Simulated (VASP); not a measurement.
# MgS (P6_3mc) in VASP: further runs

MgS is run at these levels: PBEsol; tasks: relaxation of the atoms, single point.

Program: VASP 6.6.1. These are calculated values, not measurements. Logs are shortened: lines on timing, memory, paths and dates and some standing lists are left out, and cuts for length are marked.

### 1 The cell of the first run

The structure is hexagonal, space group P6_3mc (No. 186). Conventional cell: a = 3.954 Å, b = 3.954 Å, c = 6.432 Å, α = 90.00°, β = 90.00°, γ = 120.00°. Within 3.2 Å of S (site symmetry 3m) lie 4 Mg at 2.40 to 2.47 Å. Mg (site symmetry 3m) has 4 S at 2.40 to 2.47 Å within 3.2 Å.

### 2 Relaxation of the atoms, PBEsol

INCAR reads:

```
SYSTEM = MgS
  PREC = Accurate
  ENCUT = 520
  EDIFF = 1E-7
  ISMEAR = -1
  SIGMA = 0.05
  LREAL = .False.
  LASPH = .True.
  NELM = 80
  ALGO = Normal
  ISIF = 2
  LWAVE = .False.
  LCHARG = .False.
  GGA = PS
  IBRION = 2
  NSW = 60
  EDIFFG = -0.01
```

KPOINTS reads:

```
Automatic mesh
0
Gamma
  7 7 4
  0 0 0
```

POSCAR reads:

```
MgS
1.0
    3.9539299587      0.0000000000      0.0000000000
   -1.9769649793      3.4242037890      0.0000000000
    0.0000000000      0.0000000000      6.4322941800
S Mg
2 2
Direct
    0.6666666667      0.3333333333      0.8792441500
    0.3333333333      0.6666666667      0.3792441500
    0.3333333333      0.6666666667      0.9957548500
    0.6666666667      0.3333333333      0.4957548500
```

Potentials or basis: VASP PAW PBE potentials, release 64 (S, Mg).

Run with:

```console
> cat potpaw_PBE.64/S/POTCAR potpaw_PBE.64/Mg/POTCAR > POTCAR
> mpirun -np 1 vasp_std > vasp.out
```

OUTCAR:

```text
SYSTEM = MgS
   PREC = Accurate
   ENCUT = 520
   EDIFF = 1E-7
   ISMEAR = -1
   LREAL = .False.
   LASPH = .True.
   NELM = 80
   ISIF = 2
   GGA = PS
   IBRION = 2
   NSW = 60
   EDIFFG = -0.01

 ion  position               nearest neighbor table
   1  0.667  0.333  0.879-   3 2.40   3 2.40   3 2.40   4 2.47
   2  0.333  0.667  0.379-   4 2.40   4 2.40   4 2.40   3 2.47
   3  0.333  0.667  0.996-   1 2.40   1 2.40   1 2.40   2 2.47
   4  0.667  0.333  0.496-   2 2.40   2 2.40   2 2.40   1 2.47

  LATTYP: Found a hexagonal cell.
 ALAT       =     3.9539299587
 C/A-ratio  =     1.6268103500

  Lattice vectors:

 A1 = (   3.9539299587,   0.0000000000,   0.0000000000)
 A2 = (  -1.9769649793,   3.4242037890,   0.0000000000)
 A3 = (   0.0000000000,   0.0000000000,   6.4322941800)

Analysis of symmetry for initial positions (statically):
=====================================================================
 Subroutine PRICEL returns:
 Original cell was already a primitive cell.

 Routine SETGRP: Setting up the symmetry group for a
 hexagonal supercell.

 Subroutine GETGRP returns: Found 12 space group operations
 (whereof  6 operations were pure point group operations)
 out of a pool of 24 trial point group operations.

The static configuration has the point symmetry C_3v.
 The point group associated with its full space group is C_6v.

Analysis of symmetry for dynamics (positions and initial velocities):
=====================================================================
 Subroutine PRICEL returns:
 Original cell was already a primitive cell.

 Routine SETGRP: Setting up the symmetry group for a
 hexagonal supercell.

 Subroutine GETGRP returns: Found 12 space group operations
 (whereof  6 operations were pure point group operations)
 out of a pool of 24 trial point group operations.

The dynamic configuration has the point symmetry C_3v.
 The point group associated with its full space group is C_6v.

 Subroutine INISYM returns: Found 12 space group operations
 (whereof  6 operations are pure point group operations),
 and found     1 'primitive' translations

----------------------------------------------------------------------------------------

                                     Primitive cell

  volume of cell :      87.0872

  direct lattice vectors                    reciprocal lattice vectors
[... 80 lines left out ...]
 SYSTEM =  MgS
   PREC   = accura    normal or accurate (medium, high low for compatibility)
   ISTART =      0    job   : 0-new  1-cont  2-samecut
   ICHARG =      2    charge: 1-file 2-atom 10-const
   ISPIN  =      1    spin polarized calculation?
   LNONCOLLINEAR =      F non collinear calculations
   LSORBIT =      F    spin-orbit coupling
   LASPH  =      T    aspherical Exc in radial PAW
   ENCUT  =  520.0 eV  38.22 Ry    6.18 a.u.   7.35  7.35 11.96*2*pi/ulx,y,z
   NELM   =     80;   NELMIN=  2; NELMDL= -5     # of ELM steps
   EDIFF  = 0.1E-06   stopping-criterion for ELM
   LREAL  =      F    real-space projection
   EDIFFG = -.1E-01   stopping-criterion for IOM
   NSW    =     60    number of steps for IOM
   IBRION =      2    ionic relax: 0-MD 1-quasi-New 2-CG
   NFREE  =      1    steps in history (QN), initial steepest desc. (CG)
   ISIF   =      2    stress and relaxation
   ISYM   =      2    0-nonsym 1-usesym 2-fastsym
   POTIM  = 0.5000    time-step for ionic-motion
   TEBEG  =    0.0;   TEEND  =   0.0 temperature during run
   PSTRESS=    0.0 pullay stress
   NELECT =      16.0000    total number of electrons
   NUPDOWN=      -1.0000    fix difference up-down
   EMIN   =  10.00;   EMAX   =-10.00  energy-range for DOS
   EFERMI =   0.00;   METHOD = LEGACY
   ISMEAR =    -1;   SIGMA  =   0.05  broadening in eV -4-tet -1-fermi 0-gaus
   EFERMI_NEDOS =   21; number of points for ismear=-14 and -15
   IALGO  =     38    algorithm
   IMIX   =      4    mixing-type and parameters
     AMIX     =   0.40;   BMIX     =  1.00
     AMIX_MAG =   1.60;   BMIX_MAG =  1.00
  volume/ion in A,a.u.               =      21.77       146.92
  Fermi-wavevector in a.u.,A,eV,Ry     =   0.930672  1.758715 11.784692  0.866150
  Thomas-Fermi vector in A             =   2.057085
   LORBIT       =      0    0 simple, 1 ext, 2 COOP (PROOUT), +10 PAW based schemes
   GGA     = PS    functional components
   LHFCALC =     F    Hartree Fock is set to
   AEXX    =    0.0000 exact exchange contribution
   IVDW    =     0    specifies the selected vdW correction
   LEPSILON=     F    determine dielectric tensor
   LRPA    =     F    only Hartree local field effects (RPA)
 conjugate gradient relaxation of ions
 non-spin polarized calculation
  energy-cutoff  :      520.00
  volume of cell :       87.09
 maximum number of plane-waves:      2388
 NGX is ok and might be reduce to    30
   NGX = 15   NGY = 15   NGZ = 23

--------------------------------------- Ionic step        1  -------------------------------------------

 number of electron      16.0000001 magnetization

 Free energy of the ion-electron system (eV)
  ---------------------------------------------------
  ext. energy  EPLUGINS =         0.00000000
  ---------------------------------------------------
  free energy    TOTEN  =       -17.84109173 eV

  energy without entropy =      -17.84109173  energy(sigma->0) =      -17.84109173

------------------------ aborting loop because EDIFF is reached ----------------------------------------

  FORCE on cell =-STRESS in cart. coord.  units (eV):
  Direction    XX          YY          ZZ          XY          YZ          ZX
  --------------------------------------------------------------------------------------
  -------------------------------------------------------------------------------------
  Total        1.6780274      1.6780274      0.2157365      0.0000000      0.0000000      0.0000000
  in kB       30.8713170     30.8713170      3.9689872      0.0000000      0.0000000      0.0000000
  external PRESSURE =      21.9038737 kB  Pullay stress =       0.0000000 kB
[... 63 lines left out ...]
--------------------------------------- Ionic step        3  -------------------------------------------

 number of electron      15.9999999 magnetization

 Free energy of the ion-electron system (eV)
  ---------------------------------------------------
  ext. energy  EPLUGINS =         0.00000000
  ---------------------------------------------------
  free energy    TOTEN  =       -17.84927641 eV

  energy without entropy =      -17.84927641  energy(sigma->0) =      -17.84927641

 E-fermi :   2.3757     XC(G=0):  -8.7279

 val. band max:        1.3006618133   @ k =   0.0000   0.0000   0.0000
 cond. band min:       4.8576622635   @ k =   0.0000   0.0000   0.0000
 fundamental gap:      3.5570004502
 Fermi energy:         2.3756885072

 k-point     1 :       0.0000    0.0000    0.0000
  band No.  band energies     occupation
      1     -10.1575      2.00000
      2      -9.3829      2.00000
      3      -2.0712      2.00000
      4       0.8669      2.00000
      5       0.8669      2.00000
      6       1.2740      2.00000
      7       1.2740      2.00000
      8       1.3007      2.00000
      9       4.8577      0.00000
     10       6.1947      0.00000
     11       8.9600      0.00000
     12       8.9600      0.00000
[... 374 lines left out ...]
  FREE ENERGIE OF THE ION-ELECTRON SYSTEM (eV)
  ---------------------------------------------------
  free  energy   TOTEN  =       -17.8492764071 eV

  energy  without entropy=      -17.8492764070  energy(sigma->0) =      -17.84927641

 reached required accuracy - stopping structural energy minimisation
```

Run time: 51 s. Hardware: 1 thread of Intel Xeon Platinum 8488C (Sapphire Rapids), shared host; peak memory 0.21 GiB.

What came out:

| Item | Value |
| --- | --- |
| Free energy | -17.8493 eV |
| Energy gained by relaxing | 2.0 meV/atom |
| Ionic steps | 3 |
| Pressure after relaxing | 2.1 GPa |
| Band gap on the k mesh | 3.56 eV |

Stress tensor (GPa, compression positive):
```
2.45 0.00 0.00
0.00 2.45 0.00
0.00 0.00 1.52
```

The path:
```csv
step,energy change (eV),largest force (eV/Å),pressure (GPa)
1,0.0000,0.2062,2.19
2,-0.0062,0.1043,2.16
3,-0.0082,0.0001,2.14
```

Final structure:
```yaml
crystal:
  lattice:
    - [3.95393, 0.00000, 0.00000]
    - [-1.97696, 3.42420, 0.00000]
    - [0.00000, 0.00000, 6.43229]
  atoms:
    - { symbol: S, position: [0.66667, 0.33333, 0.87625] }
    - { symbol: S, position: [0.33333, 0.66667, 0.37625] }
    - { symbol: Mg, position: [0.33333, 0.66667, 0.99875] }
    - { symbol: Mg, position: [0.66667, 0.33333, 0.49875] }
```

Levels at points of the mesh, in eV from the valence-band top:
| k point | band 6 | band 7 | band 8 | band 9 | band 10 | band 11 |
| --- | --- | --- | --- | --- | --- | --- |
| (0.00, 0.00, 0.00) | -0.03 | -0.03 | 0.00 | 3.56 | 4.89 | 7.66 |
| (0.00, 0.00, 0.50) | -0.24 | -0.24 | -0.24 | 5.09 | 5.09 | 7.66 |

Caveat: the PAW data sets were made with another functional, which shifts forces and pressure a little.

### 3 Relaxation of the atoms, PBEsol

This run uses another cell than the first one, of 22.22 Å³/atom.

INCAR reads:

```
SYSTEM = MgS
ALGO = Normal
EDIFF = 1E-6
EDIFFG = -0.01
ENCUT = 520
GGA = PS
IBRION = 2
ISIF = 2
ISMEAR = -1
LASPH = .True.
LCHARG = .False.
LREAL = .False.
LWAVE = .False.
NELM = 60
NSW = 60
PREC = Accurate
SIGMA = 0.05
```

KPOINTS reads:

```
k-points
0
Gamma
  7 7 4
  0 0 0
```

POSCAR: that of step 2 with these lines changed.

```diff
@@ -2,4 +2,4 @@
 1.0
-    3.9539299587      0.0000000000      0.0000000000
-   -1.9769649793      3.4242037890      0.0000000000
+    3.9942761827      0.0000000000      0.0000000000
+   -1.9971380914      3.4591446440      0.0000000000
     0.0000000000      0.0000000000      6.4322941800
```

Potentials or basis: VASP PAW PBE potentials, release 64 (S, Mg).

Run with:

```console
> cat potpaw_PBE.64/S/POTCAR potpaw_PBE.64/Mg/POTCAR > POTCAR
> mpirun -np 1 vasp_std > vasp.out
```

OUTCAR:

```text
SYSTEM = MgS
   EDIFF = 1E-6
   EDIFFG = -0.01
   ENCUT = 520
   GGA = PS
   IBRION = 2
   ISIF = 2
   ISMEAR = -1
   LASPH = .True.
   LREAL = .False.
   NELM = 60
   NSW = 60
   PREC = Accurate

 ion  position               nearest neighbor table
   1  0.667  0.333  0.879-   3 2.42   3 2.42   3 2.42   4 2.47
   2  0.333  0.667  0.379-   4 2.42   4 2.42   4 2.42   3 2.47
   3  0.333  0.667  0.996-   1 2.42   1 2.42   1 2.42   2 2.47
   4  0.667  0.333  0.496-   2 2.42   2 2.42   2 2.42   1 2.47

  LATTYP: Found a hexagonal cell.
 ALAT       =     3.9942761827
 C/A-ratio  =     1.6103779223

  Lattice vectors:

 A1 = (   3.9942761827,   0.0000000000,   0.0000000000)
 A2 = (  -1.9971380914,   3.4591446440,   0.0000000000)
 A3 = (   0.0000000000,   0.0000000000,   6.4322941800)

Analysis of symmetry for initial positions (statically):
=====================================================================
 Subroutine PRICEL returns:
 Original cell was already a primitive cell.

 Routine SETGRP: Setting up the symmetry group for a
 hexagonal supercell.

 Subroutine GETGRP returns: Found 12 space group operations
 (whereof  6 operations were pure point group operations)
 out of a pool of 24 trial point group operations.

The static configuration has the point symmetry C_3v.
 The point group associated with its full space group is C_6v.

Analysis of symmetry for dynamics (positions and initial velocities):
=====================================================================
 Subroutine PRICEL returns:
 Original cell was already a primitive cell.

 Routine SETGRP: Setting up the symmetry group for a
 hexagonal supercell.

 Subroutine GETGRP returns: Found 12 space group operations
 (whereof  6 operations were pure point group operations)
 out of a pool of 24 trial point group operations.

The dynamic configuration has the point symmetry C_3v.
[... 112 lines left out ...]
   TEBEG  =    0.0;   TEEND  =   0.0 temperature during run
   PSTRESS=    0.0 pullay stress
   NELECT =      16.0000    total number of electrons
   NUPDOWN=      -1.0000    fix difference up-down
   EMIN   =  10.00;   EMAX   =-10.00  energy-range for DOS
   EFERMI =   0.00;   METHOD = LEGACY
   ISMEAR =    -1;   SIGMA  =   0.05  broadening in eV -4-tet -1-fermi 0-gaus
   EFERMI_NEDOS =   21; number of points for ismear=-14 and -15
   IALGO  =     38    algorithm
   IMIX   =      4    mixing-type and parameters
     AMIX     =   0.40;   BMIX     =  1.00
     AMIX_MAG =   1.60;   BMIX_MAG =  1.00
  volume/ion in A,a.u.               =      22.22       149.94
  Fermi-wavevector in a.u.,A,eV,Ry     =   0.924394  1.746852 11.626244  0.854505
  Thomas-Fermi vector in A             =   2.050135
   LORBIT       =      0    0 simple, 1 ext, 2 COOP (PROOUT), +10 PAW based schemes
   GGA     = PS    functional components
   LHFCALC =     F    Hartree Fock is set to
   AEXX    =    0.0000 exact exchange contribution
   IVDW    =     0    specifies the selected vdW correction
   LEPSILON=     F    determine dielectric tensor
   LRPA    =     F    only Hartree local field effects (RPA)
 conjugate gradient relaxation of ions
 non-spin polarized calculation
  energy-cutoff  :      520.00
  volume of cell :       88.87
 maximum number of plane-waves:      2436
 NGX is ok and might be reduce to    30
   NGX = 15   NGY = 15   NGZ = 23

--------------------------------------- Ionic step        1  -------------------------------------------

 number of electron      16.0000004 magnetization

 Free energy of the ion-electron system (eV)
  ---------------------------------------------------
  ext. energy  EPLUGINS =         0.00000000
  ---------------------------------------------------
  free energy    TOTEN  =       -17.86568773 eV

  energy without entropy =      -17.86568773  energy(sigma->0) =      -17.86568773

------------------------ aborting loop because EDIFF is reached ----------------------------------------

  FORCE on cell =-STRESS in cart. coord.  units (eV):
  Direction    XX          YY          ZZ          XY          YZ          ZX
  --------------------------------------------------------------------------------------
  -------------------------------------------------------------------------------------
  Total        0.7342035      0.7342035     -0.0649227     -0.0000000      0.0000000      0.0000000
  in kB       13.2359253     13.2359253     -1.1704001     -0.0000000      0.0000000      0.0000000
  external PRESSURE =       8.4338168 kB  Pullay stress =       0.0000000 kB
[... 63 lines left out ...]
--------------------------------------- Ionic step        3  -------------------------------------------

 number of electron      16.0000002 magnetization

 Free energy of the ion-electron system (eV)
  ---------------------------------------------------
  ext. energy  EPLUGINS =         0.00000000
  ---------------------------------------------------
  free energy    TOTEN  =       -17.86855144 eV

  energy without entropy =      -17.86855144  energy(sigma->0) =      -17.86855144

 E-fermi :   2.2505     XC(G=0):  -8.6481

 val. band max:        1.2130344084   @ k =   0.0000   0.0000   0.0000
 cond. band min:       4.6300482658   @ k =   0.0000   0.0000   0.0000
 fundamental gap:      3.4170138574
 Fermi energy:         2.2505124766

 k-point     1 :       0.0000    0.0000    0.0000
  band No.  band energies     occupation
      1     -10.2180      2.00000
      2      -9.4591      2.00000
      3      -2.1099      2.00000
      4       0.7069      2.00000
      5       0.7069      2.00000
      6       1.1229      2.00000
      7       1.1229      2.00000
      8       1.2130      2.00000
      9       4.6300      0.00000
     10       5.9418      0.00000
     11       8.7390      0.00000
     12       8.7390      0.00000
[... 374 lines left out ...]
  FREE ENERGIE OF THE ION-ELECTRON SYSTEM (eV)
  ---------------------------------------------------
  free  energy   TOTEN  =       -17.8685514435 eV

  energy  without entropy=      -17.8685514435  energy(sigma->0) =      -17.86855144

 reached required accuracy - stopping structural energy minimisation
```

OSZICAR:

```text
N       E                     dE             d eps       ncg     rms          rms(c)
DAV:   1     0.686111009449E+02    0.68611E+02   -0.61921E+03   576   0.108E+03
DAV:   2    -0.126383753517E+02   -0.81249E+02   -0.76040E+02   888   0.168E+02
DAV:   3    -0.187239153530E+02   -0.60855E+01   -0.60582E+01   728   0.518E+01
[... 20 lines left out ...]
DAV:   2    -0.178685876310E+02   -0.38847E-03   -0.41174E-03   648   0.500E-01    0.698E-02
DAV:   3    -0.178685648551E+02    0.22776E-04   -0.49386E-05   708   0.636E-02    0.455E-02
DAV:   4    -0.178685521407E+02    0.12714E-04   -0.13845E-04   752   0.794E-02    0.189E-02
DAV:   5    -0.178685523023E+02   -0.16153E-06   -0.23241E-05   600   0.347E-02    0.829E-03
DAV:   6    -0.178685514435E+02    0.85872E-06   -0.76324E-07   308   0.716E-03
   3 F= -.17868551E+02 E0= -.17868551E+02  d E =-.286371E-02
```

Run time: 40 s. Hardware: 1 thread of Intel Xeon Platinum 8488C (Sapphire Rapids), shared host; peak memory 0.21 GiB.

Results:

| Property | Result |
| --- | --- |
| Free energy | -17.8686 eV |
| Energy gained by relaxing | 0.7 meV/atom |
| Ionic steps | 3 |
| Pressure after relaxing | 0.8 GPa |
| Band gap on the k mesh | 3.42 eV |

Forces on the atoms (eV/Å):
```
S    0.000  0.000 -0.003
S    0.000  0.000 -0.003
Mg   0.000  0.000  0.003
Mg   0.000  0.000  0.003
```

Stress tensor (GPa, compression positive):
```
0.97 0.00 0.00
0.00 0.97 0.00
0.00 0.00 0.51
```

Step by step:
```csv
step,energy change (eV),largest force (eV/Å),pressure (GPa)
1,0.0000,0.1201,0.84
2,-0.0021,0.0617,0.82
3,-0.0029,0.0025,0.82
```

Final structure:
```
S Mg
1.0
     3.99428    0.00000    0.00000
    -1.99714    3.45914    0.00000
     0.00000    0.00000    6.43229
S Mg
2 2
Cartesian
  1.9971 1.1530 5.6441
  0.0000 2.3061 2.4280
  0.0000 2.3061 6.4164
  1.9971 1.1530 3.2003
```

Caveat: the PAW data sets were made with another functional, which shifts forces and pressure a little.

### 4 Single point, PBEsol

This run uses another cell than the first one, of 20.90 Å³/atom.

INCAR reads:

```
SYSTEM = MgS
  PREC = Accurate
  ENCUT = 520
  EDIFF = 1E-7
  ISMEAR = -1
  SIGMA = 0.05
  LREAL = .False.
  LASPH = .True.
  NELM = 100
  ALGO = Normal
  ISIF = 2
  LWAVE = .False.
  LCHARG = .False.
  GGA = PS
  NBANDS = 16
```

KPOINTS reads:

```
Automatic mesh
0
Gamma
  8 8 4
  0 0 0
```

POSCAR reads:

```
MgS
1.0
    3.9456577398      0.0000000000      0.0000000000
   -1.9728288699      3.4170398373      0.0000000000
    0.0000000000      0.0000000000      6.1993378310
S Mg
2 2
Direct
    0.6666666667      0.3333333333      0.8807674736
    0.3333333333      0.6666666667      0.3807674736
    0.3333333333      0.6666666667      0.9942315264
    0.6666666667      0.3333333333      0.4942315264
```

Run with:

```console
> cat potpaw_PBE.64/S/POTCAR potpaw_PBE.64/Mg/POTCAR > POTCAR
> mpirun -np 1 vasp_std > vasp.out
```

Run time: 20 s. Hardware: 1 thread of Intel Xeon 6975P-C (Granite Rapids), shared host; peak memory 0.2 GiB.

The run converged. Its results:

```yaml
Free_energy: -17.7765 eV
Pressure: 5.0 GPa
Band_gap_on_the_k_mesh: 3.62 eV
```

Levels at points of the mesh, in eV from the valence-band top:
| k point | band 6 | band 7 | band 8 | band 9 | band 10 | band 11 |
| --- | --- | --- | --- | --- | --- | --- |
| (0.00, 0.00, 0.00) | -0.26 | -0.26 | 0.00 | 3.62 | 4.68 | 7.40 |
| (0.50, 0.00, 0.00) | -1.49 | -1.12 | -0.58 | 4.49 | 5.08 | 5.90 |
| (0.00, 0.00, 0.50) | -0.51 | -0.51 | -0.51 | 5.05 | 5.05 | 7.53 |
| (0.50, 0.00, 0.50) | -1.08 | -0.92 | -0.92 | 4.52 | 4.52 | 6.27 |

Caveat: the cell stands under pressure; the PAW data sets were made with another functional, which shifts forces and pressure a little.

(Part 1 of 2 ends here.)
